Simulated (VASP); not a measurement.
# Zr2Ta (Fd-3m) in VASP: further runs, part 2 of 2

VASP 6.6.1. Earlier steps stand in the parts before.

## (4) Relaxation of cell and atoms, PBE

Input file INCAR:

```
PREC = Accurate
ENCUT = 600
EDIFF = 1E-6
ISMEAR = 0
SIGMA = 0.1
LREAL = F
LASPH = T
NELM = 100
ALGO = Normal
ISIF = 3
LWAVE = F
LCHARG = F
GGA = PE
IBRION = 2
NSW = 90
EDIFFG = -0.04
```

Input file KPOINTS:

```
Automatic mesh
0
Gamma
  4 4 4
```

Input file POSCAR:

```
Zr2Ta
1.0
    0.0000000000      3.6741176115      3.6741176115
    3.6741176115      0.0000000000      3.6741176115
    3.6741176115      3.6741176115      0.0000000000
Zr Ta
4 2
Direct
    0.6250000000      0.6250000000      0.6250000000
    0.1250000000      0.6250000000      0.6250000000
    0.6250000000      0.6250000000      0.1250000000
    0.6250000000      0.1250000000      0.6250000000
    0.0000000000      0.0000000000      0.0000000000
    0.2500000000      0.2500000000      0.2500000000
```

Potentials or basis: VASP PAW PBE potentials, release 64 (Zr_sv, Ta_pv).

The run is started by

```bash
> cat potpaw_PBE.64/Zr_sv/POTCAR potpaw_PBE.64/Ta_pv/POTCAR > POTCAR
> mpirun -np 1 vasp_std > vasp.out
```

OUTCAR:

```text
PREC = Accurate
   ENCUT = 600
   EDIFF = 1E-6
   ISMEAR = 0
   LREAL = F
   LASPH = T
   NELM = 100
   ISIF = 3
   GGA = PE
   IBRION = 2
   NSW = 90
   EDIFFG = -0.04

 ion  position               nearest neighbor table
   1  0.625  0.625  0.625-   2 2.60   3 2.60   4 2.60   3 2.60   4 2.60   2 2.60   6 3.05   5 3.05
                             6 3.05   5 3.05   6 3.05   5 3.05
   2  0.125  0.625  0.625-   1 2.60   3 2.60   4 2.60   1 2.60   3 2.60   4 2.60   6 3.05   5 3.05
                             5 3.05   6 3.05   5 3.05   6 3.05
   3  0.625  0.625  0.125-   1 2.60   1 2.60   2 2.60   4 2.60   4 2.60   2 2.60   6 3.05   5 3.05
                             6 3.05   5 3.05   6 3.05   5 3.05
   4  0.625  0.125  0.625-   1 2.60   3 2.60   1 2.60   2 2.60   3 2.60   2 2.60   6 3.05   5 3.05
                             6 3.05   5 3.05   6 3.05   5 3.05
   5  0.000  0.000  0.000-   1 3.05   1 3.05   1 3.05   2 3.05   3 3.05   4 3.05   4 3.05   2 3.05
                             4 3.05   3 3.05   2 3.05   3 3.05   6 3.18   6 3.18   6 3.18   6 3.18
   6  0.250  0.250  0.250-   2 3.05   3 3.05   4 3.05   1 3.05   1 3.05   1 3.05   2 3.05   2 3.05
[... 191 lines left out ...]
      1     -37.5037      2.00000
      2     -36.5687      2.00000
      3     -36.5687      2.00000
      4     -36.5687      2.00000
      5     -23.3161      2.00000
      6     -23.3161      2.00000
[... 508 lines left out ...]
--------------------------------------- Ionic step        5  -------------------------------------------

 number of electron      70.0000001 magnetization

 Free energy of the ion-electron system (eV)
  ---------------------------------------------------
  ext. energy  EPLUGINS =         0.00000000
  ---------------------------------------------------
  free energy    TOTEN  =       -54.63465444 eV

  energy without entropy =      -54.58751541  energy(sigma->0) =      -54.61108493

 E-fermi :   7.6893     XC(G=0): -11.5761

 val. band max:        7.6451795167   @ k =  -0.2500   0.5000   0.2500
 cond. band min:       7.7734678402   @ k =  -0.2500   0.2500   0.0000
 fundamental gap:      0.1282883236
 Fermi energy:         7.6893433532

 k-point     1 :       0.0000    0.0000    0.0000
  band No.  band energies     occupation
      1     -40.4468      2.00000
      2     -40.0526      2.00000
      3     -40.0526      2.00000
      4     -40.0526      2.00000
      5     -26.6402      2.00000
      6     -26.6402      2.00000
[... 382 lines left out ...]
  FREE ENERGIE OF THE ION-ELECTRON SYSTEM (eV)
  ---------------------------------------------------
  free  energy   TOTEN  =       -54.6346544405 eV

  energy  without entropy=      -54.5875154130  energy(sigma->0) =      -54.61108493

 reached required accuracy - stopping structural energy minimisation
```

CONTCAR:

```text
Zr2Ta
   1.00000000000000
    -0.0000000000000000    3.9956447542279516    3.9956447542279516
     3.9956447542279516    0.0000000000000000    3.9956447542279516
     3.9956447542279516    3.9956447542279516   -0.0000000000000000
  Zr              Ta
     4     2
Direct
     0.6250000000000000    0.6250000000000000    0.6250000000000000
     0.1250000000000000    0.6250000000000000    0.6250000000000000
     0.6250000000000000    0.6250000000000000    0.1250000000000000
     0.6250000000000000    0.1250000000000000    0.6250000000000000
     0.0000000000000000    0.0000000000000000    0.0000000000000000
     0.2500000000000000    0.2500000000000000    0.2500000000000000

  0.00000000E+00  0.00000000E+00  0.00000000E+00
  0.00000000E+00  0.00000000E+00  0.00000000E+00
  0.00000000E+00  0.00000000E+00  0.00000000E+00
  0.00000000E+00  0.00000000E+00  0.00000000E+00
  0.00000000E+00  0.00000000E+00  0.00000000E+00
  0.00000000E+00  0.00000000E+00  0.00000000E+00
```

Wall time 2.7 min (1 thread of Intel Xeon 6975P-C (Granite Rapids), shared host); peak memory 0.28 GiB.

What came out:

```
Free energy                            : -54.6347 eV
Relaxed volume                         : 21.26 Å³/atom
Relaxed cell                           : a = 5.651 Å, b = 5.651 Å, c = 5.651 Å, α = 60.00°, β = 60.00°, γ = 60.00°
Space group after relaxing (to 0.05 Å) : Fd-3m (No. 227)
Energy gained by relaxing              : 548.1 meV/atom
Ionic steps                            : 5
Pressure after relaxing                : 0.1 GPa
Band gap on the k mesh                 : zero (band 35 reaches 8.04 eV, above the bottom of band 36 at 7.45 eV)
```

The path:
| step | energy change (eV) | largest force (eV/Å) | pressure (GPa) | volume (Å³) |
| --- | --- | --- | --- | --- |
| 1 | 0.0000 | 0.0000 | 44.70 | 99.19 |
| 2 | 1.1671 | 0.0000 | -20.05 | 181.24 |
| 3 | -3.2722 | 0.0000 | -2.09 | 130.15 |
| 4 | -3.2877 | 0.0000 | -0.46 | 128.21 |
| 5 | -3.2885 | 0.0000 | 0.09 | 127.58 |

Final structure:
```cif
data_structure
_symmetry_space_group_name_H-M 'P 1'
_symmetry_Int_Tables_number 1
_cell_length_a 5.6507
_cell_length_b 5.6507
_cell_length_c 5.6507
_cell_angle_alpha 60.000
_cell_angle_beta 60.000
_cell_angle_gamma 60.000
_cell_volume 127.58
loop_
_atom_site_label
_atom_site_type_symbol
_atom_site_fract_x
_atom_site_fract_y
_atom_site_fract_z
_atom_site_occupancy
Zr1 Zr 0.62500 0.62500 0.62500 1
Zr2 Zr 0.12500 0.62500 0.62500 1
Zr3 Zr 0.62500 0.62500 0.12500 1
Zr4 Zr 0.62500 0.12500 0.62500 1
Ta1 Ta 0.00000 0.00000 0.00000 1
Ta2 Ta 0.25000 0.25000 0.25000 1
```

Caveat: the k points lie up to 0.34 Å⁻¹ apart in the final cell; the volume moved by over 15 % at a fixed basis, so the end points are rough; spin-orbit coupling is left out, which moves the levels of the heavy elements.

## (5) Single point, PBE

This run uses another cell than the first one, of 21.26 Å³/atom, 1.286 times its volume.

Input file INCAR:

```
SYSTEM = Zr2Ta
PREC = Accurate ; ENCUT = 520
EDIFF = 1E-7 ; ISMEAR = 0
SIGMA = 0.1 ; LREAL = .False.
LASPH = .True. ; NELM = 100
ALGO = Fast ; ISIF = 2
LWAVE = .False. ; LCHARG = .False.
GGA = PE ; NBANDS = 44
```

Input file KPOINTS:

```
Automatic mesh
0
Gamma
  8 8 8
  0 0 0
```

Input file POSCAR:

```
Zr2Ta
1.0
    0.0000000000      3.9955457190      3.9955457190
    3.9955457190      0.0000000000      3.9955457190
    3.9955457190      3.9955457190      0.0000000000
Zr Ta
4 2
Direct
    0.1250000000      0.1250000000      0.1250000000
    0.6250000000      0.1250000000      0.1250000000
    0.1250000000      0.1250000000      0.6250000000
    0.1250000000      0.6250000000      0.1250000000
    0.5000000000      0.5000000000      0.5000000000
    0.7500000000      0.7500000000      0.7500000000
```

Potentials or basis: VASP PAW PBE potentials, release 64 (Zr_sv, Ta_pv).

The run is started by

```bash
> cat potpaw_PBE.64/Zr_sv/POTCAR potpaw_PBE.64/Ta_pv/POTCAR > POTCAR
> mpirun -np 1 vasp_std > vasp.out
```

OUTCAR:

```text
SYSTEM = Zr2Ta
   PREC = Accurate
   ENCUT = 520
   EDIFF = 1E-7
   ISMEAR = 0
   LREAL = .False.
   LASPH = .True.
   NELM = 100
   ISIF = 2
   GGA = PE

 ion  position               nearest neighbor table
   1  0.125  0.125  0.125-   2 2.83   3 2.83   4 2.83   3 2.83   4 2.83   2 2.83   6 3.31   5 3.31
                             6 3.31   5 3.31   6 3.31   5 3.31
   2  0.625  0.125  0.125-   1 2.83   3 2.83   4 2.83   1 2.83   3 2.83   4 2.83   5 3.31   6 3.31
                             5 3.31   6 3.31   6 3.31   5 3.31
   3  0.125  0.125  0.625-   1 2.83   1 2.83   2 2.83   4 2.83   4 2.83   2 2.83   6 3.31   5 3.31
                             6 3.31   5 3.31   6 3.31   5 3.31
   4  0.125  0.625  0.125-   1 2.83   3 2.83   1 2.83   2 2.83   3 2.83   2 2.83   6 3.31   5 3.31
                             6 3.31   5 3.31   6 3.31   5 3.31
   5  0.500  0.500  0.500-   1 3.31   3 3.31   4 3.31   1 3.31   2 3.31   3 3.31   1 3.31   2 3.31
                             4 3.31   3 3.31   2 3.31   4 3.31   6 3.46   6 3.46   6 3.46   6 3.46
   6  0.750  0.750  0.750-   3 3.31   1 3.31   2 3.31   4 3.31   1 3.31   2 3.31   3 3.31   1 3.31
                             3 3.31   4 3.31   4 3.31   2 3.31   5 3.46   5 3.46   5 3.46   5 3.46

  LATTYP: Found a face centered cubic cell.
 ALAT       =     7.9910914380

[... 198 lines left out ...]
 k-point     1 :       0.0000    0.0000    0.0000
  band No.  band energies     occupation
      1     -40.4407      2.00000
      2     -40.0460      2.00000
      3     -40.0460      2.00000
      4     -40.0460      2.00000
      5     -26.6387      2.00000
      6     -26.6387      2.00000
[... 1117 lines left out ...]
     43      10.2688      0.00000
     44      10.8629      0.00000

 [... further k-points ...]

------------------------ aborting loop because EDIFF is reached ----------------------------------------

  FORCE on cell =-STRESS in cart. coord.  units (eV):
  Direction    XX          YY          ZZ          XY          YZ          ZX
  --------------------------------------------------------------------------------------
  -------------------------------------------------------------------------------------
  Total        0.0045969      0.0045969      0.0045969      0.0000000      0.0000000      0.0000000
  in kB        0.0577319      0.0577319      0.0577319      0.0000000      0.0000000      0.0000000
  external PRESSURE =       0.0577319 kB  Pullay stress =       0.0000000 kB

 VOLUME and BASIS-vectors are now :
 -----------------------------------------------------------------------------
  energy-cutoff  :      520.00
  volume of cell :      127.57
      direct lattice vectors                 reciprocal lattice vectors
     0.000000000  3.995545719  3.995545719    -0.125139351  0.125139351  0.125139351
     3.995545719  0.000000000  3.995545719     0.125139351 -0.125139351  0.125139351
     3.995545719  3.995545719  0.000000000     0.125139351  0.125139351 -0.125139351

 POSITION                                       TOTAL-FORCE (eV/Angst)
 -----------------------------------------------------------------------------------
      0.99889      0.99889      0.99889         0.000000      0.000000      0.000000
      0.99889      2.99666      2.99666         0.000000      0.000000      0.000000
      2.99666      2.99666      0.99889         0.000000      0.000000      0.000000
      2.99666      0.99889      2.99666         0.000000      0.000000      0.000000
      3.99555      3.99555      3.99555        -0.000000     -0.000000      0.000000
      5.99332      5.99332      5.99332         0.000000      0.000000     -0.000000
 -----------------------------------------------------------------------------------
    total drift:                                0.000000     -0.000000      0.000000

  FREE ENERGIE OF THE ION-ELECTRON SYSTEM (eV)
  ---------------------------------------------------
  free  energy   TOTEN  =       -54.6320225172 eV

  energy  without entropy=      -54.5710248456  energy(sigma->0) =      -54.60152368
```

OSZICAR:

```text
N       E                     dE             d eps       ncg     rms          rms(c)
DAV:   1     0.779425265785E+03    0.77943E+03   -0.37936E+04  2552   0.162E+03
DAV:   2     0.453339287638E+01   -0.77489E+03   -0.75996E+03  2772   0.497E+02
DAV:   3    -0.530348924588E+02   -0.57568E+02   -0.55982E+02  4160   0.107E+02
[... 13 lines left out ...]
RMM:  58    -0.546320219567E+02   -0.32753E-06   -0.30169E-06  1125   0.366E-03    0.255E-03
RMM:  59    -0.546320221825E+02   -0.22579E-06   -0.21332E-06  1112   0.348E-03    0.254E-03
RMM:  60    -0.546320223441E+02   -0.16157E-06   -0.15572E-06  1117   0.330E-03    0.254E-03
RMM:  61    -0.546320224407E+02   -0.96607E-07   -0.11881E-06  1099   0.316E-03    0.245E-03
RMM:  62    -0.546320225172E+02   -0.76587E-07   -0.88607E-07  1074   0.302E-03
   1 F= -.54632023E+02 E0= -.54601524E+02  d E =-.609977E-01
```

stdout:

```text
POSCAR found type information on POSCAR ZrTa
[... 25 lines left out ...]
 num prob  num prob  num prob  num prob  num prob  num prob  num prob  num prob  num prob  num prob  num prob  num prob  num prob  num prob
```

Run time: 6.8 min. Hardware: 1 thread of Intel Xeon 6975P-C (Granite Rapids), shared host; peak memory 0.33 GiB.

Results:

- Free energy: -54.6320 eV
- Pressure: 0.0 GPa
- Band gap on the k mesh: zero (band 35 reaches 8.04 eV, above the bottom of band 36 at 7.45 eV)

Levels at points of the mesh, in eV from the Fermi level:
| k point | band 32 | band 33 | band 34 | band 35 | band 36 | band 37 | band 38 | band 39 |
| --- | --- | --- | --- | --- | --- | --- | --- | --- |
| (0.00, 0.00, 0.00) | -0.53 | -0.35 | -0.35 | 0.35 | 0.35 | 0.35 | 1.67 | 1.67 |
| (0.50, 0.00, 0.00) | -0.56 | -0.05 | -0.05 | 0.12 | 0.14 | 0.14 | 1.03 | 1.29 |
| (0.50, 0.50, 0.00) | -0.85 | -0.42 | -0.42 | -0.24 | -0.24 | 0.61 | 0.61 | 1.51 |

Caveat: spin-orbit coupling is left out, which moves the levels of the heavy elements.

## (6) Overview

| task | cell | k mesh | cutoff (eV) | gap on the mesh (eV) | pressure (GPa) |
| --- | --- | --- | --- | --- | --- |
| single point | a = 5.196 Å, angles 60.0°, 6 atoms | 4 × 4 × 4 | 520 | none | 44.7 |
| single point | a = 5.651 Å, angles 60.0°, 6 atoms | 4 × 4 × 4 | 520 | none | 0.1 |
| relaxation of cell and atoms | relaxed from a = 5.196 Å, angles 60.0°, 6 atoms | 4 × 4 × 4 | 600 | none | 0.1 |
| single point | a = 5.651 Å, angles 60.0°, 6 atoms | 8 × 8 × 8 | 520 | none | 0.0 |

Alike in all rows: level PBE; potentials or basis VASP PAW PBE potentials, release 64 (Zr_sv, Ta_pv); no spin polarisation; smearing gaussian 0.1 eV.

Caveats: some runs use coarse meshes; spin-orbit coupling is left out, which moves the levels of the heavy elements; the volume moved by over 15 % at a fixed basis, so the end points are rough (some runs).

Absolute energies hang on the potentials; compare differences alone.
